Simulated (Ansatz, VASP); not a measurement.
## One calculation of Hf4Te, two programs

```
Hf Te
1.0
     3.75831    0.00000    0.00000
     0.00000    3.75831    0.00000
     0.00000    0.00000   17.42931
Hf Te
8 2
Direct
  0.00000 0.50000 0.72283
  0.50000 0.00000 0.63717
  0.50000 0.00000 0.82237
  0.00000 0.50000 0.54742
  0.50000 0.00000 0.45258
  0.50000 0.00000 0.27717
  0.00000 0.50000 0.36283
  0.00000 0.50000 0.17763
  0.00000 0.50000 0.89942
  0.50000 0.00000 0.10058
```

Alike in both runs: functional PBE; k mesh 5 × 5 × 1; occupations gaussian, width 0.2 eV; no spin polarisation.

Ansatz relaxed the structure, and its values are those at the end. VASP's run is a single point on that final structure, the one shown.

|  | VASP | Ansatz |
| --- | --- | --- |
| version | VASP 6.6.1 | Ansatz 0.2.0 |
| potentials or method | VASP PAW PBE potentials, release 64 (Hf_pv, Te), cutoff 520 eV | scalar-relativistic, plane waves, PAW |
| valence electrons in the cell | 92 | 240 |

```csv
,VASP,Ansatz,Ansatz less VASP
gap on the k mesh at the Fermi level (eV),none,none,-
pressure (GPa),0.0,0.3,+0.31
rms of the force components (eV/Å),0.030,0.030,+0.0006
```

A gap of «none» marks a metal or a gap that the smearing closes. VASP's potentials hold 92 valence electrons a cell and Ansatz's 240, so a difference there can come from the potentials and not from the codes.

The k mesh is coarse, so the values compare programs but aren't converged. Neither program's run includes spin-orbit coupling.
